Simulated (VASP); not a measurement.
# HfB2 in VASP: notebook

The runs below take HfB2 through electric field gradients, with PBEsol.

Everything below comes from runs of VASP 6.6.1. Logs are shortened: lines on timing, memory, paths and dates and some standing lists are left out, and cuts for length are marked.

### Step 1. The cell of the first run

The structure is hexagonal, space group P6/mmm (No. 191). The conventional cell has a = 3.140 Å, b = 3.140 Å, c = 3.445 Å, α = 90.00°, β = 90.00°, γ = 120.00°. Within 3.3 Å of Hf (site symmetry 6/mmm) lie 12 B at 2.50 Å and 6 Hf at 3.14 Å. B (site symmetry -6m2) has 3 B at 1.81 Å within 2.4 Å.

### Step 2. Electric field gradients, PBEsol (zz strain of -1 %)

INCAR reads:

```
SYSTEM = HfB2
PREC     = Accurate       ! precision mode
ENCUT    = 420            ! plane-wave cutoff, eV
EDIFF    = 1E-8           ! SCF threshold, eV
ISMEAR   = -1             ! smearing method
SIGMA    = 0.03           ! smearing width, eV
LREAL    = .False.        ! projectors in reciprocal space
LASPH    = .True.         ! aspherical terms in the spheres
NELM     = 120            ! most SCF steps
ALGO     = Normal         ! electronic algorithm
ISIF     = 2              ! what is computed and relaxed
LWAVE    = .False.        ! write WAVECAR
LCHARG   = .False.        ! write CHGCAR
GGA      = PS             ! functional
LEFG     = .True.       
NBANDS   = 15             ! bands
GGA_COMPAT= .False.
```

KPOINTS reads:

```
regular mesh
0
Gamma
  15 15 12
  0 0 0
```

POSCAR reads:

```
HfB2
1.0
    3.1400001005      0.0000000000      0.0000000000
   -1.5700000503      2.7193198549      0.0000000000
    0.0000000000      0.0000000000      3.4452000000
Hf B
1 2
Direct
    0.0000000000      0.0000000000      0.0000000000
    0.3333333333      0.6666666667      0.5000000000
    0.6666666667      0.3333333333      0.5000000000
```

Potentials or basis: VASP PAW PBE potentials, release 64 (Hf_pv, B).

The run is started by

```
$ cat potpaw_PBE.64/Hf_pv/POTCAR potpaw_PBE.64/B/POTCAR > POTCAR
$ mpirun -np 1 vasp_std > vasp.out
```

OUTCAR:

```text
SYSTEM = HfB2
   PREC = Accurate
   ENCUT = 420
   EDIFF = 1E-8
   ISMEAR = -1
   LREAL = .False.
   LASPH = .True.
   NELM = 120
   ISIF = 2
   GGA = PS

 ion  position               nearest neighbor table
   1  0.000  0.000  0.000-   2 2.50   3 2.50   2 2.50   3 2.50   3 2.50   3 2.50   2 2.50   2 2.50
                             3 2.50   3 2.50   2 2.50   2 2.50
   2  0.333  0.667  0.500-   3 1.81   3 1.81   3 1.81   1 2.50   1 2.50   1 2.50   1 2.50   1 2.50
                             1 2.50
   3  0.667  0.333  0.500-   2 1.81   2 1.81   2 1.81   1 2.50   1 2.50   1 2.50   1 2.50   1 2.50
                             1 2.50

  LATTYP: Found a hexagonal cell.
 ALAT       =     3.1400001005
 C/A-ratio  =     1.0971974171

  Lattice vectors:

 A1 = (   3.1400001005,   0.0000000000,   0.0000000000)
 A2 = (  -1.5700000503,   2.7193198549,   0.0000000000)
 A3 = (   0.0000000000,   0.0000000000,   3.4452000000)

Analysis of symmetry for initial positions (statically):
=====================================================================
 Subroutine PRICEL returns:
 Original cell was already a primitive cell.

 Routine SETGRP: Setting up the symmetry group for a
 hexagonal supercell.

 Subroutine GETGRP returns: Found 24 space group operations
 (whereof 24 operations were pure point group operations)
 out of a pool of 24 trial point group operations.

The static configuration has the point symmetry D_6h.

Analysis of symmetry for dynamics (positions and initial velocities):
=====================================================================
 Subroutine PRICEL returns:
 Original cell was already a primitive cell.

 Routine SETGRP: Setting up the symmetry group for a
 hexagonal supercell.

 Subroutine GETGRP returns: Found 24 space group operations
 (whereof 24 operations were pure point group operations)
 out of a pool of 24 trial point group operations.

The dynamic configuration has the point symmetry D_6h.

 Subroutine INISYM returns: Found 24 space group operations
 (whereof 24 operations are pure point group operations),
 and found     1 'primitive' translations

----------------------------------------------------------------------------------------

                                     Primitive cell

  volume of cell :      29.4174

  direct lattice vectors                    reciprocal lattice vectors
     3.140000101  0.000000000  0.000000000     0.318471327  0.183869507  0.000000000
    -1.570000050  2.719319855  0.000000000     0.000000000  0.367739013  0.000000000
     0.000000000  0.000000000  3.445200000     0.000000000  0.000000000  0.290258911

  length of vectors
     3.140000101  3.140000101  3.445200000     0.367739013  0.367739013  0.290258911

  position of ions in fractional coordinates (direct lattice)
     0.000000000  0.000000000  0.000000000
     0.333333333  0.666666667  0.500000000
     0.666666667  0.333333333  0.500000000

  ion indices of the primitive-cell ions
   primitive index   ion index
                 1           1
                 2           2
                 3           3

----------------------------------------------------------------------------------------

 KPOINTS: regular mesh

Automatic generation of k-mesh.
 Grid dimensions read from file:
 generate k-points for:   15   15   12

 Generating k-lattice:

  Cartesian coordinates                     Fractional coordinates (reciprocal lattice)
     0.021231422  0.012257967  0.000000000     0.066666667  0.000000000  0.000000000
     0.000000000  0.024515934  0.000000000     0.000000000  0.066666667  0.000000000
     0.000000000  0.000000000  0.024188243     0.000000000  0.000000000  0.083333333

  Length of vectors
     0.024515934  0.024515934  0.024188243

  Shift w.r.t. Gamma in fractional coordinates (k-lattice)
     0.000000000  0.000000000  0.000000000

 Subroutine IBZKPT returns following result:
 ===========================================

 Found    189 irreducible k-points:

[... 38 lines left out ...]
   ICHARG =      2    charge: 1-file 2-atom 10-const
   ISPIN  =      1    spin polarized calculation?
   LNONCOLLINEAR =      F non collinear calculations
   LSORBIT =      F    spin-orbit coupling
   LASPH  =      T    aspherical Exc in radial PAW
   ENCUT  =  420.0 eV  30.87 Ry    5.56 a.u.   5.25  5.25  5.76*2*pi/ulx,y,z
   NELM   =    120;   NELMIN=  2; NELMDL= -5     # of ELM steps
   EDIFF  = 0.1E-07   stopping-criterion for ELM
   LREAL  =      F    real-space projection
   EDIFFG = 0.1E-06   stopping-criterion for IOM
   NSW    =      0    number of steps for IOM
   IBRION =     -1    ionic relax: 0-MD 1-quasi-New 2-CG
   NFREE  =      0    steps in history (QN), initial steepest desc. (CG)
   ISIF   =      2    stress and relaxation
   ISYM   =      2    0-nonsym 1-usesym 2-fastsym
   POTIM  = 0.5000    time-step for ionic-motion
   TEBEG  =    0.0;   TEEND  =   0.0 temperature during run
   PSTRESS=    0.0 pullay stress
   NELECT =      16.0000    total number of electrons
   NUPDOWN=      -1.0000    fix difference up-down
   EMIN   =  10.00;   EMAX   =-10.00  energy-range for DOS
   EFERMI =   0.00;   METHOD = LEGACY
   ISMEAR =    -1;   SIGMA  =   0.03  broadening in eV -4-tet -1-fermi 0-gaus
   EFERMI_NEDOS =   21; number of points for ismear=-14 and -15
   IALGO  =     38    algorithm
   IMIX   =      4    mixing-type and parameters
     AMIX     =   0.40;   BMIX     =  1.00
     AMIX_MAG =   1.60;   BMIX_MAG =  1.00
  volume/ion in A,a.u.               =       9.81        66.17
  Fermi-wavevector in a.u.,A,eV,Ry     =   1.336329  2.525295 24.296943  1.785775
  Thomas-Fermi vector in A             =   2.464964
   LORBIT       =      0    0 simple, 1 ext, 2 COOP (PROOUT), +10 PAW based schemes
   GGA     = PS    functional components
   LHFCALC =     F    Hartree Fock is set to
   AEXX    =    0.0000 exact exchange contribution
   IVDW    =     0    specifies the selected vdW correction
   LEPSILON=     F    determine dielectric tensor
   LRPA    =     F    only Hartree local field effects (RPA)
 non-spin polarized calculation
  energy-cutoff  :      420.00
  volume of cell :       29.42
 maximum number of plane-waves:       600
 NGX is ok and might be reduce to    24
   NGX = 11   NGY = 11   NGZ = 11

 number of electron      16.0000001 magnetization

 Free energy of the ion-electron system (eV)
  ---------------------------------------------------
  ext. energy  EPLUGINS =         0.00000000
  ---------------------------------------------------
  free energy    TOTEN  =       -27.86241301 eV

  energy without entropy =      -27.86168080  energy(sigma->0) =      -27.86204691

 E-fermi :   7.6589     XC(G=0): -12.7300

 val. band max:        7.6569958181   @ k =   0.4000   0.1333   0.0000
 cond. band min:       7.6963273785   @ k =   0.1333   0.1333   0.2500
 fundamental gap:      0.0393315604
 Fermi energy:         7.6589190015

 k-point     1 :       0.0000    0.0000    0.0000
  band No.  band energies     occupation
      1     -22.8920      2.00000
      2     -22.3903      2.00000
      3     -22.3903      2.00000
      4      -6.1440      2.00000
      5       4.6134      2.00000
      6       4.6498      2.00000
      7       4.6498      2.00000
      8       4.9739      2.00000
      9      11.6694      0.00000
     10      11.6694      0.00000
     11      12.4400      0.00000
     12      12.4400      0.00000
     13      12.5989      0.00000
     14      12.5989      0.00000
[... 401 lines left out ...]
      2     -22.7457      2.00000
      3     -22.7446      2.00000
      4      -1.5010      2.00000
      5      -1.1148      2.00000
      6       1.5179      2.00000
      7       4.0883      2.00000
      8       6.6055      2.00000
      9       7.3767      1.99984
     10      10.6311      0.00000
     11      12.2365      0.00000
     12      14.6029      0.00000
     13      16.6088      0.00000
     14      17.7453      0.00000
     15      18.2044      0.00000

 [... further k-points ...]
[... 5 lines left out ...]
  --------------------------------------------------------------------------------------
  -------------------------------------------------------------------------------------
  Total       -0.5246267     -0.5246267     -0.1143709      0.0000000      0.0000000     -0.0000000
  in kB      -28.5730485    -28.5730485     -6.2290465      0.0000000      0.0000000     -0.0000000
  external PRESSURE =     -21.1250478 kB  Pullay stress =       0.0000000 kB

 VOLUME and BASIS-vectors are now :
 -----------------------------------------------------------------------------
  energy-cutoff  :      420.00
  volume of cell :       29.42
      direct lattice vectors                 reciprocal lattice vectors
     3.140000101  0.000000000  0.000000000     0.318471327  0.183869507  0.000000000
    -1.570000050  2.719319855  0.000000000     0.000000000  0.367739013  0.000000000
     0.000000000  0.000000000  3.445200000     0.000000000  0.000000000  0.290258911

 POSITION                                       TOTAL-FORCE (eV/Angst)
 -----------------------------------------------------------------------------------
      0.00000      0.00000      0.00000        -0.000000      0.000000     -0.000000
     -0.00000      1.81288      1.72260        -0.000000     -0.000000     -0.000000
      1.57000      0.90644      1.72260         0.000000      0.000000      0.000000
 -----------------------------------------------------------------------------------
    total drift:                               -0.000000      0.000000      0.000000

  FREE ENERGIE OF THE ION-ELECTRON SYSTEM (eV)
  ---------------------------------------------------
  free  energy   TOTEN  =       -27.8624130139 eV

  energy  without entropy=      -27.8616807970  energy(sigma->0) =      -27.86204691

 Electric field gradients (V/A^2)
---------------------------------------------------------------------
 ion       V_xx      V_yy      V_zz      V_xy      V_xz      V_yz
---------------------------------------------------------------------
   1     -39.096   -39.096    78.192     0.000     0.000    -0.000
   2      -0.601    -0.601     1.203    -0.000     0.000    -0.000
   3      -0.601    -0.601     1.203    -0.000     0.000     0.000
---------------------------------------------------------------------

 Electric field gradients after diagonalization (V/A^2)
 (convention: |V_zz| > |V_xx| > |V_yy|)
----------------------------------------------------------------------
 ion       V_xx      V_yy      V_zz     asymmetry (V_yy - V_xx)/ V_zz
----------------------------------------------------------------------
   1     -39.096   -39.096    78.192       0.000
   2      -0.601    -0.601     1.203       0.000
   3      -0.601    -0.601     1.203       0.000
----------------------------------------------------------------------

           NMR quadrupolar parameters

 Cq : quadrupolar parameter    Cq=e*Q*V_zz/h
 eta: asymmetry parameters     (V_yy - V_xx)/ V_zz
 Q  : nuclear electric quadrupole moment in mb (millibarn)
----------------------------------------------------------------------
 ion       Cq(MHz)       eta       Q (mb)
----------------------------------------------------------------------
   1       0.189       0.000       1.000
   2       0.003       0.000       1.000
   3       0.003       0.000       1.000
----------------------------------------------------------------------
```

It took 2 min on 1 thread of AMD EPYC 7R43 (Zen 3), shared host; peak memory 0.14 GiB.

Results:

```
Free energy                             : -27.8624 eV
Pressure                                : -2.1 GPa
Band gap on the k mesh                  : zero (bands 8 and 9 overlap by 0.94 eV)
Largest electric field gradient by atom : Hf +78.2; B +1.2 V/Å²
```

Stress tensor (GPa, compression positive):
```
-2.86  0.00  0.00
 0.00 -2.86  0.00
 0.00  0.00 -0.62
```

Electric field gradients, principal values (V/Å²):
| atom | least | middle | greatest (by size) |
| --- | --- | --- | --- |
| 1 Hf | -39.096 | -39.096 | 78.192 |
| 2 B | -0.601 | -0.601 | 1.203 |
| 3 B | -0.601 | -0.601 | 1.203 |

Caveat: the cell differs from its parent crystal (zz strain of -1 %); without QUAD_EFG the Cq values of the log hold for a quadrupole moment of 1 mb, not for the nuclei; the PAW data sets were made with another functional, which shifts forces and pressure a little; spin-orbit coupling is left out, which moves the levels of the heavy elements.

### Step 3. Electric field gradients, PBEsol (zz strain of -1 %)

INCAR reads:

```
  ALGO = Normal
  EDIFF = 1E-8
  ENCUT = 420
  GGA = PS
  GGA_COMPAT = False
  ISIF = 2
  ISMEAR = -1
  LASPH = True
  LCHARG = False
  LEFG = True
  LREAL = False
  LWAVE = False
  NBANDS = 15
  NELM = 120
  PREC = Accurate
  SIGMA = 0.03
```

KPOINTS reads:

```
k-points
0
Gamma
  15 15 12
```

POSCAR is that of step 2.

Potentials or basis: VASP PAW PBE potentials, release 64 (Hf_pv, B).

The run is started by

```
$ cat potpaw_PBE.64/Hf_pv/POTCAR potpaw_PBE.64/B/POTCAR > POTCAR
$ mpirun -np 1 vasp_std > vasp.out
```

OUTCAR:

```text
EDIFF = 1E-8
   ENCUT = 420
   GGA = PS
   ISIF = 2
   ISMEAR = -1
   LASPH = True
   LREAL = False
   NELM = 120
   PREC = Accurate

 ion  position               nearest neighbor table
   1  0.000  0.000  0.000-   2 2.50   3 2.50   2 2.50   3 2.50   3 2.50   3 2.50   2 2.50   2 2.50
                             3 2.50   3 2.50   2 2.50   2 2.50
   2  0.333  0.667  0.500-   3 1.81   3 1.81   3 1.81   1 2.50   1 2.50   1 2.50   1 2.50   1 2.50
                             1 2.50
   3  0.667  0.333  0.500-   2 1.81   2 1.81   2 1.81   1 2.50   1 2.50   1 2.50   1 2.50   1 2.50
                             1 2.50

  LATTYP: Found a hexagonal cell.
 ALAT       =     3.1400001005
 C/A-ratio  =     1.0971974171

  Lattice vectors:

 A1 = (   3.1400001005,   0.0000000000,   0.0000000000)
 A2 = (  -1.5700000503,   2.7193198549,   0.0000000000)
 A3 = (   0.0000000000,   0.0000000000,   3.4452000000)

Analysis of symmetry for initial positions (statically):
=====================================================================
 Subroutine PRICEL returns:
 Original cell was already a primitive cell.

 Routine SETGRP: Setting up the symmetry group for a
 hexagonal supercell.

 Subroutine GETGRP returns: Found 24 space group operations
 (whereof 24 operations were pure point group operations)
 out of a pool of 24 trial point group operations.

The static configuration has the point symmetry D_6h.

Analysis of symmetry for dynamics (positions and initial velocities):
=====================================================================
 Subroutine PRICEL returns:
 Original cell was already a primitive cell.

 Routine SETGRP: Setting up the symmetry group for a
[... 584 lines left out ...]
      6       1.5179      2.00000
      7       4.0883      2.00000
      8       6.6055      2.00000
      9       7.3767      1.99984
     10      10.6311      0.00000
     11      12.2365      0.00000
     12      14.6029      0.00000
     13      16.6088      0.00000
     14      17.7453      0.00000
     15      18.2044      0.00000

 [... further k-points ...]
[... 5 lines left out ...]
  --------------------------------------------------------------------------------------
  -------------------------------------------------------------------------------------
  Total       -0.5246267     -0.5246267     -0.1143709      0.0000000      0.0000000     -0.0000000
  in kB      -28.5730485    -28.5730485     -6.2290465      0.0000000      0.0000000     -0.0000000
  external PRESSURE =     -21.1250478 kB  Pullay stress =       0.0000000 kB

 VOLUME and BASIS-vectors are now :
 -----------------------------------------------------------------------------
  energy-cutoff  :      420.00
  volume of cell :       29.42
      direct lattice vectors                 reciprocal lattice vectors
     3.140000101  0.000000000  0.000000000     0.318471327  0.183869507  0.000000000
    -1.570000050  2.719319855  0.000000000     0.000000000  0.367739013  0.000000000
     0.000000000  0.000000000  3.445200000     0.000000000  0.000000000  0.290258911

 POSITION                                       TOTAL-FORCE (eV/Angst)
 -----------------------------------------------------------------------------------
      0.00000      0.00000      0.00000        -0.000000      0.000000     -0.000000
     -0.00000      1.81288      1.72260        -0.000000     -0.000000     -0.000000
      1.57000      0.90644      1.72260         0.000000      0.000000      0.000000
 -----------------------------------------------------------------------------------
    total drift:                               -0.000000      0.000000      0.000000

  FREE ENERGIE OF THE ION-ELECTRON SYSTEM (eV)
  ---------------------------------------------------
  free  energy   TOTEN  =       -27.8624130139 eV

  energy  without entropy=      -27.8616807970  energy(sigma->0) =      -27.86204691

 Electric field gradients (V/A^2)
---------------------------------------------------------------------
 ion       V_xx      V_yy      V_zz      V_xy      V_xz      V_yz
---------------------------------------------------------------------
   1     -39.096   -39.096    78.192     0.000     0.000    -0.000
   2      -0.601    -0.601     1.203    -0.000     0.000    -0.000
   3      -0.601    -0.601     1.203    -0.000     0.000     0.000
---------------------------------------------------------------------

 Electric field gradients after diagonalization (V/A^2)
 (convention: |V_zz| > |V_xx| > |V_yy|)
----------------------------------------------------------------------
 ion       V_xx      V_yy      V_zz     asymmetry (V_yy - V_xx)/ V_zz
----------------------------------------------------------------------
   1     -39.096   -39.096    78.192       0.000
   2      -0.601    -0.601     1.203       0.000
   3      -0.601    -0.601     1.203       0.000
----------------------------------------------------------------------

           NMR quadrupolar parameters

 Cq : quadrupolar parameter    Cq=e*Q*V_zz/h
 eta: asymmetry parameters     (V_yy - V_xx)/ V_zz
 Q  : nuclear electric quadrupole moment in mb (millibarn)
----------------------------------------------------------------------
 ion       Cq(MHz)       eta       Q (mb)
----------------------------------------------------------------------
   1       0.189       0.000       1.000
   2       0.003       0.000       1.000
   3       0.003       0.000       1.000
----------------------------------------------------------------------
```

stdout:

```text
POSCAR found type information on POSCAR HfB
 POSCAR found :  2 types and       3 ions
 scaLAPACK will be used
 -----------------------------------------------------------------------------
|                                                                             |
|                                                                             |
|     You enforced a specific xc type in the INCAR file but a different       |
|     I HOPE YOU KNOW WHAT YOU ARE DOING!                                     |
|                                                                             |
 -----------------------------------------------------------------------------

 LDA part: xc-table for (Slater+PW92), standard interpolation
 POSCAR, INCAR and KPOINTS ok, starting setup
 FFT: planning ... GRIDC
 FFT: planning ... GRID_SOFT
 FFT: planning ... GRID
 WAVECAR not read
 entering main loop
ion   1

ion   2

ion   3
```

It took 1.9 min on 1 thread of AMD EPYC 7R43 (Zen 3), shared host; peak memory 0.15 GiB.

What came out:

```yaml
Free_energy: -27.8624 eV
Pressure: -2.1 GPa
Band_gap_on_the_k_mesh: zero (bands 8 and 9 overlap by 0.94 eV)
Largest_electric_field_gradient_by_atom: Hf +78.2; B +1.2 V/Å²
```

Electric field gradients, principal values (V/Å²):
```csv
atom,least,middle,greatest (by size)
1 Hf,-39.096,-39.096,78.192
2 B,-0.601,-0.601,1.203
3 B,-0.601,-0.601,1.203
```

Caveat: the cell differs from its parent crystal (zz strain of -1 %); without QUAD_EFG the Cq values of the log hold for a quadrupole moment of 1 mb, not for the nuclei; the PAW data sets were made with another functional, which shifts forces and pressure a little; spin-orbit coupling is left out, which moves the levels of the heavy elements.

(Continued in part 2 of 2.)
